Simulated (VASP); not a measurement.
Input of a VASP 6.6.1 run:

Contents of POSCAR:

```
Te2Mo
1.0
    3.5632533183      0.0000000000      0.0000000000
   -1.7816266592      3.0858678938      0.0000000000
    0.0000000000      0.0000000000     14.7318860800
Te Mo
4 2
Direct
    0.3333333333      0.6666666667      0.6285175470
    0.6666666667      0.3333333333      0.1285175470
    0.6666666667      0.3333333333      0.3714824530
    0.3333333333      0.6666666667      0.8714824530
    0.3333333333      0.6666666667      0.2500000000
    0.6666666667      0.3333333333      0.7500000000
```

The input INCAR.step1:

```
SYSTEM = Te2Mo
PREC = Accurate ; ENCUT = 520
ISMEAR = 0 ; SIGMA = 0.02
LREAL = .False. ; LASPH = .True.
NELM = 80 ; NBANDS = 35
GGA = PE ; ALGO = Normal
EDIFF = 1E-4 ; LWAVE = .True.
LCHARG = .False.
```

INCAR.step2

```
SYSTEM = Te2Mo
PREC = Accurate ; ENCUT = 520
EDIFF = 1E-7 ; ISMEAR = 0
SIGMA = 0.02 ; LREAL = .False.
LASPH = .True. ; NELM = 80
ALGO = Normal ; ISIF = 2
LWAVE = .False. ; LCHARG = .True.
METAGGA = R2SCAN ; LMIXTAU = .True.
LELF = .True. ; LVHAR = .True.
NBANDS = 35 ; ISTART = 1
```

File KPOINTS:

```
Automatic mesh
0
Gamma
  12 12 2
  0 0 0
```

Potentials or basis: VASP PAW PBE potentials, release 64 (Te, Mo_sv).

The run is started by

```sh
$ cat potpaw_PBE.64/Te/POTCAR potpaw_PBE.64/Mo_sv/POTCAR > POTCAR
$ cp INCAR.step1 INCAR
$ mpirun -np 1 vasp_std > vasp.out
$ cp INCAR.step2 INCAR
$ mpirun -np 1 vasp_std > vasp.out
```

(1) What does it give for the largest force?

(2) Predict the pressure.

(3) Estimate the band gap on the k mesh.

## Answers

(1) 0.026 eV/Å.

(2) 0.1 GPa.

(3) 1.05 eV, indirect (least direct gap 1.06 eV).

Caveat: the PAW data sets were made with another functional, which shifts forces and pressure a little; spin-orbit coupling is left out, which moves the levels of the heavy elements.
